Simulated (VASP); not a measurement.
# Co (P6_3/mmc) in VASP: a series of runs

Co is run at these levels: RPBE; tasks: single point.

Program: VASP 6.6.1. These are calculated values, not measurements. Logs are shortened: lines on timing, memory, paths and dates and some standing lists are left out, and cuts for length are marked.

## Step 1: The cell of the first run

The structure is hexagonal, space group P6_3/mmc (No. 194). Conventional cell: a = 2.552 Å, b = 2.552 Å, c = 8.279 Å, α = 90.00°, β = 90.00°, γ = 120.00°. Within 3.4 Å of Co (site symmetry -3m) lie 12 Co at 2.54 to 2.55 Å. Co (site symmetry -6m2) has 12 Co at 2.54 to 2.55 Å within 3.4 Å.

## Step 2: Single point, RPBE, collinear spin, ferromagnetic start (11.67 Å³/atom)

The input, INCAR:

```
SYSTEM = Co
ALGO     = Normal         ! electronic algorithm
EDIFF    = 1E-7           ! SCF threshold, eV
ENCUT    = 520            ! plane-wave cutoff, eV
GGA      = RP             ! functional
ISIF     = 2              ! what is computed and relaxed
ISMEAR   = -1             ! smearing method
ISPIN    = 2              ! spin polarisation
LASPH    = .True.         ! aspherical terms in the spheres
LCHARG   = .False.        ! write CHGCAR
LMAXMIX  = 4              ! l up to which the mixer works
LORBIT   = 11             ! projections on sites
LREAL    = .False.        ! projectors in reciprocal space
LWAVE    = .False.        ! write WAVECAR
MAGMOM   = 1.748 1.748 1.764 1.764 ! initial moments
NBANDS   = 30             ! bands
NELM     = 150            ! most SCF steps
PREC     = Accurate       ! precision mode
SIGMA    = 0.05           ! smearing width, eV
```

The input, KPOINTS:

```
k-points
0
Gamma
  16 16 5
  0 0 0
```

The input, POSCAR:

```
Co
1.0
    2.5516719056      0.0000000000      0.0000000000
   -1.2758359528      2.2098126924      0.0000000000
    0.0000000000      0.0000000000      8.2792127787
Co
4
Direct
    1.0000000000      1.0000000000      0.0000000000
    1.0000000000      1.0000000000      0.5000000000
    0.3333333333      0.6666666667      0.2500000000
    0.6666666667      0.3333333333      0.7500000000
```

Potentials or basis: VASP PAW PBE potentials, release 64 (Co).

On the command line:

```
$ cat potpaw_PBE.64/Co/POTCAR > POTCAR
$ mpirun -np 1 vasp_std > vasp.out
```

OUTCAR:

```text
SYSTEM = Co
   EDIFF = 1E-7
   ENCUT = 520
   GGA = RP
   ISIF = 2
   ISMEAR = -1
   ISPIN = 2
   LASPH = .True.
   LORBIT = 11
   LREAL = .False.
   NELM = 150
   PREC = Accurate

 ion  position               nearest neighbor table
   1  0.000  0.000  0.000-   3 2.54   4 2.54   4 2.54   3 2.54   4 2.54   3 2.54
   2  0.000  0.000  0.500-   3 2.54   4 2.54   4 2.54   3 2.54   4 2.54   3 2.54
   3  0.333  0.667  0.250-   1 2.54   2 2.54   1 2.54   2 2.54   1 2.54   2 2.54
   4  0.667  0.333  0.750-   1 2.54   2 2.54   1 2.54   2 2.54   1 2.54   2 2.54

  LATTYP: Found a hexagonal cell.
 ALAT       =     2.5516719056
 C/A-ratio  =     3.2446227748

  Lattice vectors:

 A1 = (   2.5516719056,   0.0000000000,   0.0000000000)
 A2 = (  -1.2758359528,   2.2098126924,   0.0000000000)
 A3 = (   0.0000000000,   0.0000000000,   8.2792127787)

Analysis of symmetry for initial positions (statically):
=====================================================================
 Subroutine PRICEL returns:
 Original cell was already a primitive cell.

 Routine SETGRP: Setting up the symmetry group for a
 hexagonal supercell.

 Subroutine GETGRP returns: Found 24 space group operations
 (whereof 12 operations were pure point group operations)
 out of a pool of 24 trial point group operations.

The static configuration has the point symmetry D_3d.
 The point group associated with its full space group is D_6h.

Analysis of symmetry for dynamics (positions and initial velocities):
=====================================================================
 Subroutine PRICEL returns:
 Original cell was already a primitive cell.

 Routine SETGRP: Setting up the symmetry group for a
 hexagonal supercell.

 Subroutine GETGRP returns: Found 24 space group operations
 (whereof 12 operations were pure point group operations)
 out of a pool of 24 trial point group operations.

The dynamic configuration has the point symmetry D_3d.
 The point group associated with its full space group is D_6h.

Analysis of structural, dynamic, and magnetic symmetry:
=====================================================================
 Subroutine PRICEL returns:
 Original cell was already a primitive cell.

 Routine SETGRP: Setting up the symmetry group for a
 hexagonal supercell.

 Subroutine GETGRP returns: Found 24 space group operations
 (whereof 12 operations were pure point group operations)
 out of a pool of 24 trial point group operations.

[... 130 lines left out ...]
   GGA     = RP    functional components
   LHFCALC =     F    Hartree Fock is set to
   AEXX    =    0.0000 exact exchange contribution
   IVDW    =     0    specifies the selected vdW correction
   LEPSILON=     F    determine dielectric tensor
   LRPA    =     F    only Hartree local field effects (RPA)
 spin polarized calculation
  energy-cutoff  :      520.00
  volume of cell :       46.68
 maximum number of plane-waves:      1276
 NGX is ok and might be reduce to    20
   NGX =  9   NGY =  9   NGZ = 31

 number of electron      36.0000009 magnetization       6.7868184

 Free energy of the ion-electron system (eV)
  ---------------------------------------------------
  ext. energy  EPLUGINS =         0.00000000
  ---------------------------------------------------
  free energy    TOTEN  =       -26.00881219 eV

  energy without entropy =      -25.97507795  energy(sigma->0) =      -25.99194507

 E-fermi :   9.4797     XC(G=0): -12.8669

 val. band max:        9.4787113506   @ k =   0.3125   0.0625   0.0000
 cond. band min:       9.4826984195   @ k =   0.4375   0.0625   0.0000
 fundamental gap:      0.0039870689
 Fermi energy:         9.4796995010

 spin component 1

 k-point     1 :       0.0000    0.0000    0.0000
  band No.  band energies     occupation
      1       0.9440      1.00000
      2       3.0581      1.00000
      3       3.0838      1.00000
      4       4.5902      1.00000
      5       6.5624      1.00000
      6       6.5889      1.00000
[... 781 lines left out ...]
     29      20.5403      0.00000
     30      22.0493      0.00000

 [... further k-points ...]

 spin component 2

 k-point     1 :       0.0000    0.0000    0.0000
  band No.  band energies     occupation
      1       0.8781      1.00000
      2       3.0755      1.00000
      3       3.0795      1.00000
      4       5.5563      1.00000
      5       7.9867      1.00000
      6       8.0555      1.00000
[... 781 lines left out ...]
     29      21.0236      0.00000
     30      22.4629      0.00000

 [... further k-points ...]

------------------------ aborting loop because EDIFF is reached ----------------------------------------

  FORCE on cell =-STRESS in cart. coord.  units (eV):
  Direction    XX          YY          ZZ          XY          YZ          ZX
  --------------------------------------------------------------------------------------
  -------------------------------------------------------------------------------------
  Total       -2.0862561     -2.0862561     -2.2055843      0.0000000      0.0000000      0.0000000
  in kB      -71.5993136    -71.5993136    -75.6946013      0.0000000      0.0000000      0.0000000
  external PRESSURE =     -72.9644095 kB  Pullay stress =       0.0000000 kB

 VOLUME and BASIS-vectors are now :
 -----------------------------------------------------------------------------
  energy-cutoff  :      520.00
  volume of cell :       46.68
      direct lattice vectors                 reciprocal lattice vectors
     2.551671906  0.000000000  0.000000000     0.391899914  0.226263521  0.000000000
    -1.275835953  2.209812692  0.000000000     0.000000000  0.452527042  0.000000000
     0.000000000  0.000000000  8.279212779     0.000000000  0.000000000  0.120784430

 POSITION                                       TOTAL-FORCE (eV/Angst)
 -----------------------------------------------------------------------------------
      0.00000      0.00000      0.00000         0.000000      0.000000     -0.000000
      0.00000      0.00000      4.13961         0.000000      0.000000     -0.000000
     -0.00000      1.47321      2.06980         0.000000      0.000000      0.000000
      1.27584      0.73660      6.20941        -0.000000     -0.000000     -0.000000
 -----------------------------------------------------------------------------------
    total drift:                                0.000000     -0.000000      0.000000

  FREE ENERGIE OF THE ION-ELECTRON SYSTEM (eV)
  ---------------------------------------------------
  free  energy   TOTEN  =       -26.0088121905 eV

  energy  without entropy=      -25.9750779520  energy(sigma->0) =      -25.99194507

 total charge

# of ion       s       p       d       tot
------------------------------------------
    1        0.463   0.464   7.214   8.142
    2        0.463   0.464   7.214   8.142
    3        0.463   0.466   7.208   8.137
    4        0.463   0.466   7.208   8.137
--------------------------------------------------
tot          1.852   1.861  28.844  32.557

 magnetization (x)

# of ion       s       p       d       tot
------------------------------------------
    1       -0.014  -0.054   1.793   1.726
    2       -0.014  -0.054   1.793   1.726
    3       -0.013  -0.055   1.810   1.742
    4       -0.013  -0.055   1.810   1.742
--------------------------------------------------
tot         -0.054  -0.218   7.207   6.936
```

OSZICAR:

```text
N       E                     dE             d eps       ncg     rms          rms(c)
DAV:   1     0.238315876248E+03    0.23832E+03   -0.15242E+04 10920   0.156E+03
DAV:   2    -0.154577881961E+02   -0.25377E+03   -0.23716E+03 10812   0.306E+02
DAV:   3    -0.296061377332E+02   -0.14148E+02   -0.13260E+02 12054   0.978E+01
[... 11 lines left out ...]
DAV:  15    -0.260088143857E+02   -0.54126E-05   -0.21621E-05 13022   0.598E-02    0.336E-02
DAV:  16    -0.260088114902E+02    0.28955E-05   -0.17600E-05 13694   0.863E-02    0.120E-02
DAV:  17    -0.260088116758E+02   -0.18567E-06   -0.19095E-06 13846   0.219E-02    0.654E-03
DAV:  18    -0.260088118093E+02   -0.13350E-06   -0.26317E-07  7136   0.103E-02    0.179E-03
DAV:  19    -0.260088121149E+02   -0.30561E-06   -0.14549E-07  6850   0.308E-03    0.389E-04
DAV:  20    -0.260088121905E+02   -0.75505E-07   -0.26140E-08  5994   0.175E-03
   1 F= -.26008812E+02 E0= -.25991945E+02  d E =-.337342E-01  mag=     6.7868
```

Wall time 5.9 min (1 thread of Intel Xeon Platinum 8488C (Sapphire Rapids), shared host); peak memory 0.3 GiB.

Results:

- Free energy: -26.0088 eV
- Pressure: -7.3 GPa
- Net moment: 6.79 μB per cell
- Site moments: Co +1.73, +1.74 (each value once) μB
- Valence electrons inside the program's atomic spheres: Co 8.14

Levels at points of the mesh, in eV from the Fermi level:
Spin up:
| k point | band 19 | band 20 | band 21 | band 22 | band 23 | band 24 | band 25 | band 26 |
| --- | --- | --- | --- | --- | --- | --- | --- | --- |
| (0.00, 0.00, 0.00) | -1.64 | -1.35 | -1.35 | -1.00 | -1.00 | -0.13 | 5.61 | 14.06 |
| (0.50, 0.00, 0.00) | -0.78 | -0.76 | 0.24 | 1.30 | 2.12 | 2.74 | 6.27 | 6.29 |
Spin down:
```
           k point  band 12  band 13  band 14  band 15  band 16  band 17
(0.00, 0.00, 0.00)    -0.71    -0.71    -0.69    -0.69    -0.27     0.10
(0.50, 0.00, 0.00)    -0.06    -0.02     0.43     1.08     1.12     1.13
```

Caveat: the cell stands under tension; the PAW data sets were made with another functional, which shifts forces and pressure a little.

## Step 3: Single point, RPBE, collinear spin, ferromagnetic start (12.12 Å³/atom)

This run uses another cell than the first one, of 12.12 Å³/atom.

The input, INCAR:

```
PREC = Accurate ; ENCUT = 520
EDIFF = 1E-7 ; ISMEAR = -1
SIGMA = 0.05 ; LREAL = F
LASPH = T ; NELM = 150
ALGO = Normal ; ISIF = 2
LWAVE = F ; LCHARG = T
ISPIN = 2 ; MAGMOM = 1.748 1.748 1.764 1.764
LORBIT = 11 ; LMAXMIX = 4
GGA = RP ; LELF = T
LVHAR = T ; NBANDS = 30
```

The input, KPOINTS:

```
regular mesh
0
Gamma
  16 16 5
```

The input, POSCAR:

```
Co
1.0
    2.5839749793      0.0000000000      0.0000000000
   -1.2919874897      2.2377879748      0.0000000000
    0.0000000000      0.0000000000      8.3840240671
Co
4
Direct
    1.0000000000      1.0000000000      0.0000000000
    1.0000000000      1.0000000000      0.5000000000
    0.3333333333      0.6666666667      0.2500000000
    0.6666666667      0.3333333333      0.7500000000
```

Potentials or basis: VASP PAW PBE potentials, release 64 (Co).

On the command line:

```
$ cat potpaw_PBE.64/Co/POTCAR > POTCAR
$ mpirun -np 1 vasp_std > vasp.out
```

Run time: 4.8 min. Hardware: 1 thread of Intel Xeon Platinum 8488C (Sapphire Rapids), shared host; peak memory 0.3 GiB.

It converged, with:

| Item | Value |
| --- | --- |
| Free energy | -25.8968 eV |
| Pressure | -12.5 GPa |
| Net moment | 6.90 μB per cell |
| Site moments | Co +1.76, +1.78 (each value once) μB |
| Valence electrons inside the program's atomic spheres | Co 8.08, 8.07 (each value once) |

Stress tensor (GPa, compression positive):
```
-12.46   0.00   0.00
  0.00 -12.46   0.00
  0.00   0.00 -12.63
```

Levels at points of the mesh, in eV from the Fermi level:
Spin up:
```csv
k point,band 20,band 21,band 22,band 23,band 24,band 25
"(0.00, 0.00, 0.00)",-1.40,-1.40,-1.07,-1.07,-0.10,5.31
"(0.50, 0.00, 0.00)",-0.83,0.24,1.27,1.98,2.59,5.96
```
Spin down:
| k point | band 10 | band 11 | band 12 | band 13 | band 14 | band 15 | band 16 | band 17 | band 18 | band 19 |
| --- | --- | --- | --- | --- | --- | --- | --- | --- | --- | --- |
| (0.00, 0.00, 0.00) | -0.90 | -0.88 | -0.66 | -0.66 | -0.64 | -0.64 | -0.25 | 0.12 | 0.12 | 0.40 |
| (0.50, 0.00, 0.00) | -0.92 | -0.62 | -0.04 | 0.01 | 0.42 | 1.04 | 1.08 | 1.09 | 1.09 | 1.12 |

Caveat: the cell stands under tension; the PAW data sets were made with another functional, which shifts forces and pressure a little.
